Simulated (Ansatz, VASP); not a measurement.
## Two plane-wave programs on Mg

```xyz
1
Lattice="-1.7628 1.7628 1.8485 1.7628 -1.7628 1.8485 1.7628 1.7628 -1.8485" Properties=species:S:1:pos:R:3 pbc="T T T"
Mg    0.0000    0.0000    0.0000
```

Alike in both runs: task single point; functional PBE; k mesh 20 × 20 × 20; occupations gaussian, width 0.15 eV; no spin polarisation.

```csv
,VASP,Ansatz
version,VASP 6.6.1,Ansatz 0.2.0
potentials or method,"VASP PAW PBE potentials, release 64 (Mg), cutoff 520 eV","scalar-relativistic, plane waves, PAW"
valence electrons in the cell,2,10
```

|  | VASP | Ansatz | Ansatz less VASP |
| --- | --- | --- | --- |
| gap on the k mesh at the Fermi level (eV) | none | none | - |
| pressure (GPa) | -0.2 | -0.1 | +0.12 |

A gap of «none» marks a metal or a gap that the smearing closes. The functional is the same, so the differences come from potentials, cutoffs and numerics. VASP's potentials hold 2 valence electrons a cell and Ansatz's 10, so a difference there can come from the potentials and not from the codes.
